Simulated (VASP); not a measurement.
AlN, 4 atoms in the cell. Symmetry: P6_3mc, No. 186, hexagonal system. The conventional cell has a = 3.098 Å, b = 3.098 Å, c = 4.961 Å, α = 90.00°, β = 90.00°, γ = 120.00°. Al (site symmetry 3m) has 4 N at 1.88 to 1.89 Å within 2.5 Å. Within 2.5 Å of N (site symmetry 3m) lie 4 Al at 1.88 to 1.89 Å. 

| Property | Result |
| --- | --- |
| Program | VASP 6.6.1 |
| Task | single point |
| Functional | LDA |
| Potentials or basis | VASP PAW LDA potentials, release 64 (Al, N) |
| Cutoff | 520 eV |
| k mesh | 8 × 8 × 4 |
| Occupations | gaussian, width 0.01 eV |
| Spin | no spin polarisation |
| Dipole correction | no |
| Further INCAR settings | ALGO = Normal; EDIFF = 1e-06; NBANDS = 16 |

Potentials or basis: VASP PAW LDA potentials, release 64 (Al, N).

The run is started by

```console
$ cat potpaw_LDA.64/Al/POTCAR potpaw_LDA.64/N/POTCAR > POTCAR
$ mpirun -np 1 vasp_std > vasp.out
```

Hardware: 1 thread of Intel(R) Xeon(R) 6975P-C (Granite Rapids) (shared host).

Q: How long does it take, and how much memory?

A: Wall time 5.5 s on 1 thread of Intel(R) Xeon(R) 6975P-C (Granite Rapids), with other jobs on the host, peak memory 0.14 GiB. Counts: scf iterations 12, k points 30.
